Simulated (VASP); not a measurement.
# Ir (P6_3/mmc) in VASP: further runs

The runs below take Ir through single point, with r2SCAN.

Everything below comes from runs of VASP 6.6.1. Logs are shortened: lines on timing, memory, paths and dates and some standing lists are left out, and cuts for length are marked.

## 1. The cell of the first run

It takes space group P6_3/mmc (No. 194, hexagonal). Conventional cell: a = 2.531 Å, b = 2.531 Å, c = 4.462 Å, α = 90.00°, β = 90.00°, γ = 120.00°. Within 3.3 Å of Ir (site symmetry -6m2) lie 12 Ir at 2.53 to 2.67 Å.

This isn't the form of Ir at room conditions, which is fcc.

## 2. Single point, r2SCAN (strain -0.080 along x and y, +0.000 along z)

Input file POSCAR:

```
Ir
1.0
    2.5312676630      0.0000000000      0.0000000000
   -1.2656338315      2.1921420999      0.0000000000
    0.0000000000      0.0000000000      4.4622900000
Ir
2
Direct
    0.6666666667      0.3333333333      0.7500000000
    0.3333333333      0.6666666667      0.2500000000
```

Input file INCAR.step1:

```
  PREC = Accurate
  ENCUT = 520
  ISMEAR = 0
  SIGMA = 0.15
  LREAL = False
  LASPH = True
  NELM = 100
  NBANDS = 16
  GGA = PE
  ALGO = Normal
  EDIFF = 1E-4
  LWAVE = True
  LCHARG = False
```

Input file INCAR.step2:

```
  PREC = Accurate
  ENCUT = 520
  EDIFF = 1E-7
  ISMEAR = 0
  SIGMA = 0.15
  LREAL = False
  LASPH = True
  NELM = 100
  ALGO = Normal
  ISIF = 2
  LWAVE = False
  LCHARG = False
  METAGGA = R2SCAN
  LMIXTAU = True
  NBANDS = 16
  ISTART = 1
```

Input file KPOINTS:

```
regular mesh
0
Gamma
  18 18 12
```

Potentials or basis: VASP PAW PBE potentials, release 64 (Ir).

Started as:

```
$ cat potpaw_PBE.64/Ir/POTCAR > POTCAR
$ cp INCAR.step1 INCAR
$ mpirun -np 1 vasp_std > vasp.out
$ cp INCAR.step2 INCAR
$ mpirun -np 1 vasp_std > vasp.out
```

OUTCAR:

```text
PREC = Accurate
   ENCUT = 520
   EDIFF = 1E-7
   ISMEAR = 0
   LREAL = False
   LASPH = True
   NELM = 100
   ISIF = 2
   METAGGA = R2SCAN
   ISTART = 1

 ion  position               nearest neighbor table
   1  0.667  0.333  0.750-   2 2.67   2 2.67   2 2.67   2 2.67   2 2.67   2 2.67
   2  0.333  0.667  0.250-   1 2.67   1 2.67   1 2.67   1 2.67   1 2.67   1 2.67

  LATTYP: Found a hexagonal cell.
 ALAT       =     2.5312676630
 C/A-ratio  =     1.7628676988

  Lattice vectors:

 A1 = (   2.5312676630,   0.0000000000,   0.0000000000)
 A2 = (  -1.2656338315,   2.1921420999,   0.0000000000)
 A3 = (   0.0000000000,   0.0000000000,   4.4622900000)

Analysis of symmetry for initial positions (statically):
=====================================================================
 Subroutine PRICEL returns:
 Original cell was already a primitive cell.

 Routine SETGRP: Setting up the symmetry group for a
 hexagonal supercell.

 Subroutine GETGRP returns: Found 24 space group operations
 (whereof 12 operations were pure point group operations)
 out of a pool of 24 trial point group operations.

The static configuration has the point symmetry D_3d.
 The point group associated with its full space group is D_6h.

Analysis of symmetry for dynamics (positions and initial velocities):
=====================================================================
 Subroutine PRICEL returns:
 Original cell was already a primitive cell.

 Routine SETGRP: Setting up the symmetry group for a
 hexagonal supercell.

 Subroutine GETGRP returns: Found 24 space group operations
 (whereof 12 operations were pure point group operations)
 out of a pool of 24 trial point group operations.

The dynamic configuration has the point symmetry D_3d.
 The point group associated with its full space group is D_6h.

 Subroutine INISYM returns: Found 24 space group operations
 (whereof 12 operations are pure point group operations),
 and found     1 'primitive' translations

----------------------------------------------------------------------------------------

                                     Primitive cell

  volume of cell :      24.7608

  direct lattice vectors                    reciprocal lattice vectors
     2.531267663  0.000000000  0.000000000     0.395058972  0.228087404  0.000000000
    -1.265633831  2.192142100  0.000000000     0.000000000  0.456174807  0.000000000
     0.000000000  0.000000000  4.462290000     0.000000000  0.000000000  0.224100182

  length of vectors
     2.531267663  2.531267663  4.462290000     0.456174807  0.456174807  0.224100182

  position of ions in fractional coordinates (direct lattice)
     0.666666667  0.333333333  0.750000000
     0.333333333  0.666666667  0.250000000

  ion indices of the primitive-cell ions
   primitive index   ion index
                 1           1
                 2           2

----------------------------------------------------------------------------------------

 KPOINTS: regular mesh

Automatic generation of k-mesh.
 Grid dimensions read from file:
 generate k-points for:   18   18   12

 Generating k-lattice:

  Cartesian coordinates                     Fractional coordinates (reciprocal lattice)
     0.021947721  0.012671522  0.000000000     0.055555556 -0.000000000  0.000000000
     0.000000000  0.025343045  0.000000000     0.000000000  0.055555556  0.000000000
     0.000000000  0.000000000  0.018675015     0.000000000  0.000000000  0.083333333

  Length of vectors
     0.025343045  0.025343045  0.018675015

  Shift w.r.t. Gamma in fractional coordinates (k-lattice)
     0.000000000  0.000000000  0.000000000

 Subroutine IBZKPT returns following result:
 ===========================================

 Found    259 irreducible k-points:

 Following reciprocal coordinates:
            Coordinates               Weight
  0.000000  0.000000  0.000000      1.000000
  0.055556  0.000000  0.000000      6.000000
  0.111111  0.000000  0.000000      6.000000
  0.166667  0.000000  0.000000      6.000000
  0.222222  0.000000  0.000000      6.000000
[... 43 lines left out ...]
  free energy    TOTEN  =      -103.46874160 eV

  energy without entropy =     -103.45048228  energy(sigma->0) =     -103.45961194

 E-fermi :  12.6853     XC(G=0): -16.2567

 val. band max:       12.6846883175   @ k =   0.5000   0.0000   0.4167
 cond. band min:      12.7139274721   @ k =   0.1667   0.0556   0.5000
 fundamental gap:      0.0292391546
 Fermi energy:        12.6853123888

 k-point     1 :       0.0000    0.0000    0.0000
  band No.  band energies     occupation
      1      -0.3949      2.00000
      2       2.4974      2.00000
      3       6.7926      2.00000
      4       7.9315      2.00000
      5       7.9315      2.00000
      6       8.5488      2.00000
[... 8 lines left out ...]
     15      28.7038      0.00000
     16      30.9831      0.00000

 k-point     2 :       0.0556    0.0000    0.0000
  band No.  band energies     occupation
      1      -0.2359      2.00000
      2       2.6549      2.00000
      3       6.8119      2.00000
      4       7.8727      2.00000
      5       8.0737      2.00000
      6       8.4398      2.00000
[... 8 lines left out ...]
     15      28.9682      0.00000
     16      31.2975      0.00000

 k-point     3 :       0.1111    0.0000    0.0000
  band No.  band energies     occupation
      1       0.2238      2.00000
      2       3.0946      2.00000
      3       6.7665      2.00000
      4       7.8033      2.00000
      5       8.2123      2.00000
      6       8.4944      2.00000
[... 8 lines left out ...]
     15      29.6793      0.00000
     16      32.1654      0.00000

 k-point     4 :       0.1667    0.0000    0.0000
  band No.  band energies     occupation
      1       0.9280      2.00000
      2       3.6854      2.00000
      3       6.5826      2.00000
      4       7.5552      2.00000
      5       7.6927      2.00000
      6       8.4098      2.00000
[... 8 lines left out ...]
     15      30.4175      0.00000
     16      32.9569      0.00000
[... 324 lines left out ...]
 k-point    22 :       0.2778    0.1111    0.0000
  band No.  band energies     occupation
      1       3.6347      2.00000
      2       4.2498      2.00000
      3       4.9543      2.00000
      4       6.8036      2.00000
      5       7.7444      2.00000
      6       7.8003      2.00000
[... 8 lines left out ...]
     15      27.8162      0.00000
     16      28.9024      0.00000

 k-point    23 :       0.3333    0.1111    0.0000
  band No.  band energies     occupation
      1       3.8031      2.00000
      2       4.0099      2.00000
      3       4.4630      2.00000
      4       7.4260      2.00000
      5       7.6028      2.00000
      6       8.4187      2.00000
[... 8 lines left out ...]
     15      26.3168      0.00000
     16      28.2902      0.00000

 k-point    24 :       0.3889    0.1111    0.0000
  band No.  band energies     occupation
      1       3.6444      2.00000
      2       3.9963      2.00000
      3       4.1604      2.00000
      4       7.5841      2.00000
      5       8.1092      2.00000
      6       8.1606      2.00000
[... 8 lines left out ...]
     15      25.0370      0.00000
     16      27.9030      0.00000

 [... further k-points ...]
[... 5 lines left out ...]
  --------------------------------------------------------------------------------------
  -------------------------------------------------------------------------------------
  Total       16.1594597     16.1594597      7.0272887      0.0000000      0.0000000      0.0000000
  in kB     1045.6175231   1045.6175231    454.7092771      0.0000000      0.0000000      0.0000000
  external PRESSURE =     848.6481078 kB  Pullay stress =       0.0000000 kB

 VOLUME and BASIS-vectors are now :
 -----------------------------------------------------------------------------
  energy-cutoff  :      520.00
  volume of cell :       24.76
      direct lattice vectors                 reciprocal lattice vectors
     2.531267663  0.000000000  0.000000000     0.395058972  0.228087404  0.000000000
    -1.265633831  2.192142100  0.000000000     0.000000000  0.456174807  0.000000000
     0.000000000  0.000000000  4.462290000     0.000000000  0.000000000  0.224100182

 POSITION                                       TOTAL-FORCE (eV/Angst)
 -----------------------------------------------------------------------------------
      1.26563      0.73071      3.34672        -0.000000      0.000000      0.000000
     -0.00000      1.46143      1.11557         0.000000     -0.000000      0.000000
 -----------------------------------------------------------------------------------
    total drift:                               -0.000000      0.000000     -0.000000

  FREE ENERGIE OF THE ION-ELECTRON SYSTEM (eV)
  ---------------------------------------------------
  free  energy   TOTEN  =      -103.4687415980 eV

  energy  without entropy=     -103.4504822787  energy(sigma->0) =     -103.45961194
```

Run time: 9.6 min. Hardware: 1 thread of Intel Xeon 8259CL, shared host; peak memory 0.22 GiB.

Results:

| Item | Value |
| --- | --- |
| Free energy | -103.4687 eV |
| Pressure | 84.9 GPa |
| Band gap on the k mesh | zero (bands 9 and 10 overlap by 4.80 eV) |

Levels at points of the mesh, in eV from the Fermi level:
```csv
k point,band 7,band 8,band 9,band 10,band 11,band 12
"(0.00, 0.00, 0.00)",-4.14,-2.02,-2.02,-1.93,0.58,0.58
"(0.50, 0.00, 0.00)",-3.66,0.97,1.83,2.17,4.03,5.82
"(0.00, 0.00, 0.50)",-4.72,-4.72,-0.34,-0.34,-0.34,-0.34
"(0.50, 0.00, 0.50)",-1.07,-1.07,2.02,2.02,2.53,2.53
```

Caveat: the cell differs from its parent crystal (strain -0.080 along x and y, +0.000 along z); the stress differs along the axes, from 45 to 105 GPa; the PAW data sets were made with another functional, which shifts forces and pressure a little; spin-orbit coupling is left out, which moves the levels of the heavy elements.

## 3. Single point, r2SCAN (strain -0.040 along x and y, -0.080 along z)

Input file POSCAR:

```
Ir
1.0
    2.6413227788      0.0000000000      0.0000000000
   -1.3206613894      2.2874526260      0.0000000000
    0.0000000000      0.0000000000      4.1053068000
Ir
2
Direct
    0.6666666667      0.3333333333      0.7500000000
    0.3333333333      0.6666666667      0.2500000000
```

Input file INCAR.step1:

```
SYSTEM = Ir
  ALGO = Normal
  EDIFF = 1E-4
  ENCUT = 520
  GGA = PE
  ISMEAR = 0
  LASPH = .TRUE.
  LCHARG = .FALSE.
  LREAL = .FALSE.
  LWAVE = .TRUE.
  NBANDS = 16
  NELM = 80
  PREC = Accurate
  SIGMA = 0.15
```

Input file INCAR.step2:

```
SYSTEM = Ir
  ALGO = Normal
  EDIFF = 1E-6
  ENCUT = 520
  ISIF = 2
  ISMEAR = 0
  ISTART = 1
  LASPH = .TRUE.
  LCHARG = .TRUE.
  LELF = .TRUE.
  LMIXTAU = .TRUE.
  LREAL = .FALSE.
  LVHAR = .TRUE.
  LWAVE = .FALSE.
  METAGGA = R2SCAN
  NBANDS = 16
  NELM = 80
  PREC = Accurate
  SIGMA = 0.15
```

Input file KPOINTS:

```
k-points
0
G
  18 18 12
  0 0 0
```

Potentials or basis: VASP PAW PBE potentials, release 64 (Ir).

Started as:

```
$ cat potpaw_PBE.64/Ir/POTCAR > POTCAR
$ cp INCAR.step1 INCAR
$ mpirun -np 1 vasp_std > vasp.out
$ cp INCAR.step2 INCAR
$ mpirun -np 1 vasp_std > vasp.out
```

Run time: 8.9 min. Hardware: 1 thread of Intel Xeon 8259CL, shared host; peak memory 0.22 GiB.

The run converged. Its results:

| Property | Result |
| --- | --- |
| Free energy | -103.6571 eV |
| Pressure | 81.1 GPa |
| Band gap on the k mesh | zero (bands 9 and 10 overlap by 4.26 eV) |

Stress tensor (GPa, compression positive):
```
 70.68   0.00   0.00
  0.00  70.68   0.00
  0.00   0.00 102.05
```

Levels at points of the mesh, in eV from the Fermi level:
| k point | band 5 | band 6 | band 7 | band 8 | band 9 | band 10 | band 11 | band 12 | band 13 | band 14 |
| --- | --- | --- | --- | --- | --- | --- | --- | --- | --- | --- |
| (0.00, 0.00, 0.00) | -4.58 | -4.07 | -4.07 | -3.59 | -3.59 | -0.66 | 0.23 | 0.23 | 9.40 | 14.44 |
| (0.50, 0.00, 0.00) | -4.50 | -4.28 | -3.53 | 0.50 | 1.18 | 1.47 | 3.48 | 5.15 | 9.67 | 12.11 |
| (0.00, 0.00, 0.50) | -5.35 | -5.35 | -5.35 | -5.35 | -0.63 | -0.63 | -0.63 | -0.63 | 14.09 | 14.09 |
| (0.50, 0.00, 0.50) | -3.06 | -3.06 | -1.39 | -1.39 | 0.92 | 0.92 | 2.33 | 2.33 | 9.26 | 9.26 |

Caveat: the cell differs from its parent crystal (strain -0.040 along x and y, -0.080 along z); the stress differs along the axes, from 71 to 102 GPa; the PAW data sets were made with another functional, which shifts forces and pressure a little; spin-orbit coupling is left out, which moves the levels of the heavy elements.

## 4. Single point, r2SCAN (strain -0.080 along x and y, +0.040 along z)

Input file POSCAR:

```
Ir
1.0
    2.5312676630      0.0000000000      0.0000000000
   -1.2656338315      2.1921420999      0.0000000000
    0.0000000000      0.0000000000      4.6407816000
Ir
2
Direct
    0.6666666667      0.3333333333      0.7500000000
    0.3333333333      0.6666666667      0.2500000000
```

Input file INCAR.step1:

```
PREC = Accurate
ENCUT = 520
ISMEAR = 0
SIGMA = 0.15
LREAL = False
LASPH = True
NELM = 60
NBANDS = 16
GGA = PE
ALGO = Normal
EDIFF = 1E-4
LWAVE = True
LCHARG = False
```

Input file INCAR.step2:

```
PREC = Accurate
ENCUT = 520
EDIFF = 1E-6
ISMEAR = 0
SIGMA = 0.15
LREAL = False
LASPH = True
NELM = 60
ALGO = Normal
ISIF = 2
LWAVE = False
LCHARG = True
METAGGA = R2SCAN
LMIXTAU = True
LELF = True
LVHAR = True
NBANDS = 16
ISTART = 1
```

Input file KPOINTS:

```
Automatic mesh
0
Gamma
  18 18 12
```

Started as:

```
$ cat potpaw_PBE.64/Ir/POTCAR > POTCAR
$ cp INCAR.step1 INCAR
$ mpirun -np 1 vasp_std > vasp.out
$ cp INCAR.step2 INCAR
$ mpirun -np 1 vasp_std > vasp.out
```

It took 7.4 min on 1 thread of Intel Xeon 8259CL, shared host; peak memory 0.22 GiB.

It converged, with:

```
Free energy            : -103.6371 eV
Pressure               : 62.8 GPa
Band gap on the k mesh : zero (bands 9 and 10 overlap by 4.39 eV)
```

Stress tensor (GPa, compression positive):
```
88.70  0.00  0.00
 0.00 88.70  0.00
 0.00  0.00 11.02
```

Levels at points of the mesh, in eV from the Fermi level:
```tsv
k point	band 5	band 6	band 7	band 8	band 9	band 10	band 11	band 12	band 13	band 14
(0.00, 0.00, 0.00)	-4.43	-3.94	-3.94	-2.10	-1.45	-1.45	0.66	0.66	6.75	15.48
(0.50, 0.00, 0.00)	-3.95	-3.64	-3.20	0.77	2.10	2.35	3.92	5.66	10.10	10.24
(0.00, 0.00, 0.50)	-4.36	-4.36	-4.36	-4.36	-0.15	-0.15	-0.15	-0.15	13.29	13.29
(0.50, 0.00, 0.50)	-1.81	-1.81	-0.91	-0.91	2.23	2.23	2.42	2.42	9.98	9.98
```

Caveat: the cell differs from its parent crystal (strain -0.080 along x and y, +0.040 along z); the stress differs along the axes, from 11 to 89 GPa; the PAW data sets were made with another functional, which shifts forces and pressure a little; spin-orbit coupling is left out, which moves the levels of the heavy elements.

## 5. Single point, r2SCAN (strain -0.040 along x and y, -0.040 along z)

Input file POSCAR:

```
Ir
1.0
    2.6413227788      0.0000000000      0.0000000000
   -1.3206613894      2.2874526260      0.0000000000
    0.0000000000      0.0000000000      4.2837984000
Ir
2
Direct
    0.6666666667      0.3333333333      0.7500000000
    0.3333333333      0.6666666667      0.2500000000
```

Input file INCAR.step1:

```
PREC     = Accurate       # precision mode
ENCUT    = 520            # plane-wave cutoff, eV
ISMEAR   = 0              # smearing method
SIGMA    = 0.15           # smearing width, eV
LREAL    = F              # projectors in reciprocal space
LASPH    = T              # aspherical terms in the spheres
NELM     = 60             # most SCF steps
NBANDS   = 16             # bands
GGA      = PE             # functional
ALGO     = Normal         # electronic algorithm
EDIFF    = 1E-4           # SCF threshold, eV
LWAVE    = T              # write WAVECAR
LCHARG   = F              # write CHGCAR
```

Input file INCAR.step2:

```
PREC     = Accurate       # precision mode
ENCUT    = 520            # plane-wave cutoff, eV
EDIFF    = 1E-6           # SCF threshold, eV
ISMEAR   = 0              # smearing method
SIGMA    = 0.15           # smearing width, eV
LREAL    = F              # projectors in reciprocal space
LASPH    = T              # aspherical terms in the spheres
NELM     = 60             # most SCF steps
ALGO     = Normal         # electronic algorithm
ISIF     = 2              # what is computed and relaxed
LWAVE    = F              # write WAVECAR
LCHARG   = F              # write CHGCAR
METAGGA  = R2SCAN         # meta-GGA
LMIXTAU  = T            
NBANDS   = 16             # bands
ISTART   = 1
```

KPOINTS is that of step 4.

Started as:

```
$ cat potpaw_PBE.64/Ir/POTCAR > POTCAR
$ cp INCAR.step1 INCAR
$ mpirun -np 1 vasp_std > vasp.out
$ cp INCAR.step2 INCAR
$ mpirun -np 1 vasp_std > vasp.out
```

Run time: 8.5 min. Hardware: 1 thread of Intel Xeon 8259CL, shared host; peak memory 0.22 GiB.

The run converged. Its results:

```yaml
Free_energy: -104.1657 eV
Pressure: 50.7 GPa
Band_gap_on_the_k_mesh: zero (bands 9 and 10 overlap by 4.02 eV)
```

Stress tensor (GPa, compression positive):
```
50.29  0.00  0.00
 0.00 50.29  0.00
 0.00  0.00 51.38
```

Levels at points of the mesh, in eV from the Fermi level:
```tsv
k point	band 5	band 6	band 7	band 8	band 9	band 10	band 11	band 12	band 13	band 14
(0.00, 0.00, 0.00)	-4.63	-3.84	-3.84	-2.88	-2.88	-1.05	0.30	0.30	8.37	14.87
(0.50, 0.00, 0.00)	-4.29	-4.03	-3.56	0.86	1.17	1.37	3.48	5.15	9.34	11.55
(0.00, 0.00, 0.50)	-4.77	-4.77	-4.77	-4.77	-0.58	-0.58	-0.58	-0.58	14.37	14.37
(0.50, 0.00, 0.50)	-2.60	-2.60	-1.20	-1.20	1.16	1.16	2.31	2.31	9.01	9.01
```

Caveat: the cell differs from its parent crystal (strain -0.040 along x and y, -0.040 along z); the cell stands under pressure; the PAW data sets were made with another functional, which shifts forces and pressure a little; spin-orbit coupling is left out, which moves the levels of the heavy elements.

## 6. The runs side by side

```tsv
cell	gap on the mesh (eV)	pressure (GPa)
a = 2.531, b = 2.531, c = 4.462 Å, angles 90.0, 90.0, 120.0°, 2 atoms	none	84.9
a = 2.641, b = 2.641, c = 4.105 Å, angles 90.0, 90.0, 120.0°, 2 atoms	none	81.1
a = 2.531, b = 2.531, c = 4.641 Å, angles 90.0, 90.0, 120.0°, 2 atoms	none	62.8
a = 2.641, b = 2.641, c = 4.284 Å, angles 90.0, 90.0, 120.0°, 2 atoms	none	50.7
```

Alike in all rows: task single point; level r2SCAN; potentials or basis VASP PAW PBE potentials, release 64 (Ir); no spin polarisation; k mesh 18 × 18 × 12; cutoff (eV) 520; smearing gaussian 0.15 eV.

Caveats: the PAW data sets were made with another functional, which shifts forces and pressure a little; spin-orbit coupling is left out, which moves the levels of the heavy elements; the stress differs along the axes, from 45 to 105 GPa (at least some runs); the stress differs along the axes, from 71 to 102 GPa (at least some runs); the stress differs along the axes, from 11 to 89 GPa (at least some runs); the cell stands under pressure (at least some runs).

Absolute energies hang on the potentials; compare differences alone.

The gap in the log of VASP goes by the Fermi energy; the results here count the filled bands.